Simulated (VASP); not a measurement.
**TiO2: single point with PBE+U**

The system is TiO2.

```
Ti O
1.0
    -1.89210    1.89210    4.75730
     1.89210   -1.89210    4.75730
     1.89210    1.89210   -4.75730
Ti O
2 4
Direct
  0.00000 0.00000 0.00000
  0.75000 0.25000 0.50000
  0.20810 0.20810 0.00000
  0.95810 0.45810 0.50000
  0.54190 0.04190 0.50000
  0.79190 0.79190 0.00000
```

```yaml
Program: VASP 6.6.1
Task: single point
Functional: PBE
Potentials_or_basis: VASP PAW PBE potentials, release 64 (Ti_sv, O)
Cutoff: 520 eV
k_mesh: 5 × 5 × 7
Occupations: fermi-dirac, width 0.05 eV
Spin: collinear spin, ferromagnetic start
Starting_moments: "[1.0, 1.0, 0.0, 0.0, 0.0, 0.0] μB"
Hubbard_terms: Ti d U = 5.9 eV
```

The pressure is 17.0 GPa, the largest force is 0.291 eV/Å and the band gap on the k mesh is 2.98 eV, indirect (least direct gap 3.48 eV). The net moment is 0.00 μB per cell and the valence electrons inside the program's atomic spheres are Ti 10.11; O 5.12.

Forces in eV/Å, atoms in the order of the input:
```
Ti   0.000  0.000  0.000
Ti   0.000  0.000  0.000
O    0.000  0.000  0.291
O    0.000  0.000  0.291
O    0.000  0.000 -0.291
O    0.000  0.000 -0.291
```

Stress tensor (GPa, compression positive):
```
17.38  0.00  0.00
 0.00 17.38  0.00
 0.00  0.00 16.28
```

Levels at points of the mesh, in eV from the valence-band top:
Spin up:
| k point | band 21 | band 22 | band 23 | band 24 | band 25 | band 26 | band 27 | band 28 |
| --- | --- | --- | --- | --- | --- | --- | --- | --- |
| (0.00, 0.00, 0.00) | -0.76 | -0.76 | -0.50 | -0.50 | 2.98 | 3.79 | 4.69 | 4.69 |
Spin down:
```tsv
k point	band 22	band 23	band 24	band 25	band 26	band 27
(0.00, 0.00, 0.00)	-0.76	-0.50	-0.50	2.98	3.79	4.69
```

Eigenvalues of the final occupation matrices:
| site | spin | trace | eigenvalues |
| --- | --- | --- | --- |
| site 1 d | 1 | 0.78 | 0.09 0.09 0.10 0.25 0.25 |
| site 1 d | 2 | 0.78 | 0.09 0.09 0.10 0.25 0.25 |
| site 2 d | 1 | 0.78 | 0.09 0.09 0.10 0.25 0.25 |
| site 2 d | 2 | 0.78 | 0.09 0.09 0.10 0.25 0.25 |

It took 16 min on 1 thread of Intel(R) Xeon(R) Platinum 8259CL CPU @ 2.50GHz (Skylake/Cascade Lake) (shared host), peak memory 0.5 GiB.

A k mesh can miss the band edges. The state reached can hang on the start; a lower one may exist.
